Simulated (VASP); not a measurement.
# AlPt (Pm-3m) in VASP: notebook

AlPt is run at these levels: r2SCAN; tasks: single point.

Everything below comes from runs of VASP 6.6.1. Logs are shortened: lines on timing, memory, paths and dates and some standing lists are left out, and cuts for length are marked.

### 1 The cell of the first run

It takes space group Pm-3m (No. 221, cubic). The conventional cell has a = 3.092 Å, b = 3.092 Å, c = 3.092 Å, α = 90.00°, β = 90.00°, γ = 90.00°. Al (site symmetry m-3m) has 8 Pt at 2.68 Å and 6 Al at 3.09 Å within 3.5 Å. Within 3.5 Å of Pt (site symmetry m-3m) lie 8 Al at 2.68 Å and 6 Pt at 3.09 Å.

### 2 Single point, r2SCAN

Input file POSCAR:

```
AlPt
1.0
    3.0915460000      0.0000000000      0.0000000000
    0.0000000000      3.0915460000      0.0000000000
    0.0000000000      0.0000000000      3.0915460000
Al Pt
1 1
Direct
    0.0000000000      0.0000000000      0.0000000000
    0.5000000000      0.5000000000      0.5000000000
```

Input file INCAR.step1:

```
ALGO = Normal
EDIFF = 1E-4
ENCUT = 520
GGA = PE
ISMEAR = 1
LASPH = True
LCHARG = False
LREAL = False
LWAVE = True
NBANDS = 14
NELM = 100
PREC = Accurate
SIGMA = 0.1
```

Input file INCAR.step2:

```
ALGO = Normal
EDIFF = 1E-6
ENCUT = 520
ISIF = 2
ISMEAR = 1
ISTART = 1
LASPH = True
LCHARG = True
LELF = True
LMIXTAU = True
LREAL = False
LVHAR = True
LWAVE = False
METAGGA = R2SCAN
NBANDS = 14
NELM = 100
PREC = Accurate
SIGMA = 0.1
```

Input file KPOINTS:

```
k-points
0
Gamma
  9 9 9
```

Potentials or basis: VASP PAW PBE potentials, release 64 (Al, Pt).

Command:

```console
cat potpaw_PBE.64/Al/POTCAR potpaw_PBE.64/Pt/POTCAR > POTCAR
cp INCAR.step1 INCAR
mpirun -np 1 vasp_std > vasp.out
cp INCAR.step2 INCAR
mpirun -np 1 vasp_std > vasp.out
```

OUTCAR:

```text
EDIFF = 1E-6
   ENCUT = 520
   ISIF = 2
   ISMEAR = 1
   ISTART = 1
   LASPH = True
   LREAL = False
   METAGGA = R2SCAN
   NELM = 100
   PREC = Accurate

 ion  position               nearest neighbor table
   1  0.000  0.000  0.000-   2 2.68   2 2.68   2 2.68   2 2.68   2 2.68   2 2.68   2 2.68   2 2.68

   2  0.500  0.500  0.500-   1 2.68   1 2.68   1 2.68   1 2.68   1 2.68   1 2.68   1 2.68   1 2.68

  LATTYP: Found a simple cubic cell.
 ALAT       =     3.0915460000

  Lattice vectors:

 A1 = (   3.0915460000,   0.0000000000,   0.0000000000)
 A2 = (   0.0000000000,   3.0915460000,   0.0000000000)
 A3 = (   0.0000000000,   0.0000000000,   3.0915460000)

Analysis of symmetry for initial positions (statically):
=====================================================================
 Subroutine PRICEL returns:
 Original cell was already a primitive cell.

 Routine SETGRP: Setting up the symmetry group for a
 simple cubic supercell.

 Subroutine GETGRP returns: Found 48 space group operations
[... 9 lines left out ...]

 Routine SETGRP: Setting up the symmetry group for a
 simple cubic supercell.

 Subroutine GETGRP returns: Found 48 space group operations
[... 11 lines left out ...]
                                     Primitive cell

  volume of cell :      29.5479

  direct lattice vectors                    reciprocal lattice vectors
     3.091546000  0.000000000  0.000000000     0.323462759  0.000000000  0.000000000
     0.000000000  3.091546000  0.000000000     0.000000000  0.323462759  0.000000000
     0.000000000  0.000000000  3.091546000     0.000000000  0.000000000  0.323462759

  length of vectors
     3.091546000  3.091546000  3.091546000     0.323462759  0.323462759  0.323462759

  position of ions in fractional coordinates (direct lattice)
     0.000000000  0.000000000  0.000000000
     0.500000000  0.500000000  0.500000000

  ion indices of the primitive-cell ions
   primitive index   ion index
                 1           1
                 2           2

----------------------------------------------------------------------------------------

 KPOINTS: k-points

Automatic generation of k-mesh.
 Grid dimensions read from file:
 generate k-points for:    9    9    9

 Generating k-lattice:

  Cartesian coordinates                     Fractional coordinates (reciprocal lattice)
     0.035940307  0.000000000  0.000000000     0.111111111  0.000000000  0.000000000
     0.000000000  0.035940307  0.000000000     0.000000000  0.111111111  0.000000000
     0.000000000  0.000000000  0.035940307     0.000000000  0.000000000  0.111111111

  Length of vectors
     0.035940307  0.035940307  0.035940307

  Shift w.r.t. Gamma in fractional coordinates (k-lattice)
     0.000000000  0.000000000  0.000000000

 Subroutine IBZKPT returns following result:
 ===========================================

 Found     35 irreducible k-points:

 Following reciprocal coordinates:
            Coordinates               Weight
  0.000000  0.000000  0.000000      1.000000
  0.111111  0.000000  0.000000      6.000000
  0.222222  0.000000  0.000000      6.000000
  0.333333  0.000000  0.000000      6.000000
  0.444444  0.000000  0.000000      6.000000
  0.111111  0.111111  0.000000     12.000000
[... 16 lines left out ...]
  0.333333  0.333333  0.111111     24.000000
  0.444444  0.333333  0.111111     48.000000
 [... further k-points ...]
   k-points           NKPTS =     35   k-points in BZ     NKDIM =     35   number of bands    NBANDS=     14
   number of dos      NEDOS =    301   number of ions     NIONS =      2
   total plane-waves  NPLWV =  13824
   dimension x,y,z NGX =    24 NGY =   24 NGZ =   24
   dimension x,y,z NGXF=    48 NGYF=   48 NGZF=   48
   ions per type =               1   1
   NGX,Y,Z   is equivalent  to a cutoff of  12.91, 12.91, 12.91 a.u.
   NGXF,Y,Z  is equivalent  to a cutoff of  25.81, 25.81, 25.81 a.u.
 SYSTEM =  unknown system
   PREC   = accura    normal or accurate (medium, high low for compatibility)
   ISTART =      1    job   : 0-new  1-cont  2-samecut
   ICHARG =      0    charge: 1-file 2-atom 10-const
   ISPIN  =      1    spin polarized calculation?
   LNONCOLLINEAR =      F non collinear calculations
   LSORBIT =      F    spin-orbit coupling
   LASPH  =      T    aspherical Exc in radial PAW
   ENCUT  =  520.0 eV  38.22 Ry    6.18 a.u.   5.75  5.75  5.75*2*pi/ulx,y,z
   NELM   =    100;   NELMIN=  2; NELMDL=  0     # of ELM steps
   EDIFF  = 0.1E-05   stopping-criterion for ELM
   LREAL  =      F    real-space projection
   EDIFFG = 0.1E-04   stopping-criterion for IOM
   NSW    =      0    number of steps for IOM
   IBRION =     -1    ionic relax: 0-MD 1-quasi-New 2-CG
   NFREE  =      0    steps in history (QN), initial steepest desc. (CG)
   ISIF   =      2    stress and relaxation
   ISYM   =      2    0-nonsym 1-usesym 2-fastsym
   POTIM  = 0.5000    time-step for ionic-motion
   TEBEG  =    0.0;   TEEND  =   0.0 temperature during run
   PSTRESS=    0.0 pullay stress
   NELECT =      13.0000    total number of electrons
   NUPDOWN=      -1.0000    fix difference up-down
   EMIN   =  10.00;   EMAX   =-10.00  energy-range for DOS
   EFERMI =   0.00;   METHOD = LEGACY
   ISMEAR =     1;   SIGMA  =   0.10  broadening in eV -4-tet -1-fermi 0-gaus
   EFERMI_NEDOS =   21; number of points for ismear=-14 and -15
   IALGO  =     38    algorithm
   IMIX   =      4    mixing-type and parameters
     AMIX     =   0.40;   BMIX     =  1.00
     AMIX_MAG =   1.60;   BMIX_MAG =  1.00
  volume/ion in A,a.u.               =      14.77        99.70
  Fermi-wavevector in a.u.,A,eV,Ry     =   1.245127  2.352948 21.093665  1.550341
  Thomas-Fermi vector in A             =   2.379363
   LORBIT       =      0    0 simple, 1 ext, 2 COOP (PROOUT), +10 PAW based schemes
   METAGGA = R2SCAN    functional components
   LHFCALC =     F    Hartree Fock is set to
   AEXX    =    0.0000 exact exchange contribution
   IVDW    =     0    specifies the selected vdW correction
   LEPSILON=     F    determine dielectric tensor
   LRPA    =     F    only Hartree local field effects (RPA)
 non-spin polarized calculation
 Methfessel and Paxton  Order N= 1 SIGMA  =   0.10
  energy-cutoff  :      520.00
  volume of cell :       29.55
 maximum number of plane-waves:       812
 NGX is ok and might be reduce to    24
   NGX = 11   NGY = 11   NGZ = 11

 number of electron      12.9999997 magnetization

 Free energy of the ion-electron system (eV)
  ---------------------------------------------------
  ext. energy  EPLUGINS =         0.00000000
  ---------------------------------------------------
  free energy    TOTEN  =       -60.21726169 eV

  energy without entropy =      -60.21723136  energy(sigma->0) =      -60.21725158

 E-fermi :  10.5908     XC(G=0): -13.1297

 val. band max:       10.5899799305   @ k =   0.3333   0.1111   0.1111
 cond. band min:      10.6652224434   @ k =   0.3333   0.3333   0.0000
 fundamental gap:      0.0752425129
 Fermi energy:        10.5908190005

 k-point     1 :       0.0000    0.0000    0.0000
  band No.  band energies     occupation
      1      -1.4940      2.00000
      2       4.7953      2.00000
      3       4.7953      2.00000
      4       7.8889      2.00000
      5       7.8889      2.00000
      6       7.8889      2.00000
      7      14.8161      0.00000
      8      14.8161      0.00000
      9      14.8161      0.00000
     10      20.0750      0.00000
     11      20.0750      0.00000
     12      21.2633      0.00000
     13      29.3703      0.00000
     14      29.3703      0.00000

 k-point     2 :       0.1111    0.0000    0.0000
  band No.  band energies     occupation
      1      -1.2564      2.00000
      2       4.8624      2.00000
      3       4.8720      2.00000
      4       7.6676      2.00000
      5       7.6676      2.00000
      6       7.9121      2.00000
      7      13.5486      0.00000
      8      15.2375      0.00000
      9      15.2375      0.00000
     10      19.6525      0.00000
     11      20.5911      0.00000
     12      22.4970      0.00000
     13      28.2268      0.00000
     14      28.2268      0.00000

 k-point     3 :       0.2222    0.0000    0.0000
  band No.  band energies     occupation
      1      -0.5665      2.00000
      2       4.9614      2.00000
      3       5.0395      2.00000
      4       7.1798      2.00000
      5       7.1798      2.00000
      6       7.9715      2.00000
      7      11.5458     -0.00000
      8      16.3234      0.00000
      9      16.3234      0.00000
     10      18.6905      0.00000
     11      20.9771      0.00000
     12      25.5203      0.00000
     13      26.0591      0.00000
     14      26.0591      0.00000

 k-point     4 :       0.3333    0.0000    0.0000
  band No.  band energies     occupation
      1       0.5029      2.00000
      2       4.6296      2.00000
      3       5.2554      2.00000
      4       6.7116      2.00000
      5       6.7116      2.00000
      6       8.0403      2.00000
      7      10.1739      2.00000
      8      17.7214      0.00000
      9      17.7763      0.00000
     10      17.7763      0.00000
     11      21.4456      0.00000
     12      23.8759      0.00000
     13      23.8759      0.00000
     14      25.8510      0.00000

 k-point     5 :       0.4444    0.0000    0.0000
  band No.  band energies     occupation
      1       1.7545      2.00000
      2       3.6582      2.00000
      3       5.4060      2.00000
      4       6.4404      2.00000
      5       6.4404      2.00000
      6       8.0859      2.00000
      7       9.7161      2.00000
      8      17.1355      0.00000
      9      19.2933      0.00000
     10      19.2933      0.00000
     11      22.0058      0.00000
[... 276 lines left out ...]
 k-point    22 :       0.4444    0.2222    0.1111
  band No.  band energies     occupation
      1       2.6348      2.00000
      2       3.7946      2.00000
      3       5.7716      2.00000
      4       6.0518      2.00000
      5       7.2491      2.00000
      6       7.4394      2.00000
      7       9.8992      2.00000
      8      15.4339      0.00000
      9      16.8821      0.00000
     10      18.2655      0.00000
     11      20.1783      0.00000
     12      22.9794      0.00000
     13      25.1833      0.00000
     14      27.0999      0.00000

 k-point    23 :       0.3333    0.3333    0.1111
  band No.  band energies     occupation
      1       2.2475      2.00000
      2       4.5155      2.00000
      3       5.8842      2.00000
      4       6.3314      2.00000
      5       7.0191      2.00000
      6       7.1715      2.00000
      7      11.0740     -0.00000
      8      12.9773      0.00000
      9      16.8664      0.00000
     10      18.0045      0.00000
     11      22.0663      0.00000
     12      23.3775      0.00000
     13      23.5896      0.00000
     14      28.2816      0.00000

 k-point    24 :       0.4444    0.3333    0.1111
  band No.  band energies     occupation
      1       2.8548      2.00000
      2       4.3122      2.00000
      3       5.8127      2.00000
      4       6.2532      2.00000
      5       7.1797      2.00000
      6       7.8235      2.00000
      7       9.9580      2.00000
      8      13.4249      0.00000
      9      15.4538      0.00000
     10      18.5744      0.00000
     11      21.4863      0.00000
     12      22.6040      0.00000
     13      25.1245      0.00000
     14      27.2221      0.00000

 [... further k-points ...]
[... 5 lines left out ...]
  --------------------------------------------------------------------------------------
  -------------------------------------------------------------------------------------
  Total       -0.9255489     -0.9255489     -0.9255489      0.0000000     -0.0000000      0.0000000
  in kB      -50.1860248    -50.1860248    -50.1860248      0.0000000     -0.0000000      0.0000000
  external PRESSURE =     -50.1860248 kB  Pullay stress =       0.0000000 kB

 VOLUME and BASIS-vectors are now :
 -----------------------------------------------------------------------------
  energy-cutoff  :      520.00
  volume of cell :       29.55
      direct lattice vectors                 reciprocal lattice vectors
     3.091546000  0.000000000  0.000000000     0.323462759  0.000000000  0.000000000
     0.000000000  3.091546000  0.000000000     0.000000000  0.323462759  0.000000000
     0.000000000  0.000000000  3.091546000     0.000000000  0.000000000  0.323462759

 POSITION                                       TOTAL-FORCE (eV/Angst)
 -----------------------------------------------------------------------------------
      0.00000      0.00000      0.00000         0.000000      0.000000      0.000000
      1.54577      1.54577      1.54577         0.000000      0.000000      0.000000
 -----------------------------------------------------------------------------------
    total drift:                                0.000000     -0.000000     -0.000000

  FREE ENERGIE OF THE ION-ELECTRON SYSTEM (eV)
  ---------------------------------------------------
  free  energy   TOTEN  =       -60.2172616855 eV

  energy  without entropy=      -60.2172313642  energy(sigma->0) =      -60.21725158
```

Wall time 39 s (1 thread of Intel Xeon Platinum 8175M at 2.50GHz (Skylake/Cascade Lake), shared host); peak memory 0.15 GiB.

What came out:

* Free energy: -60.2173 eV
* Pressure: -5.0 GPa

Caveat: the PAW data sets were made with another functional, which shifts forces and pressure a little; spin-orbit coupling is left out, which moves the levels of the heavy elements.

(Part 1 of 2 ends here.)
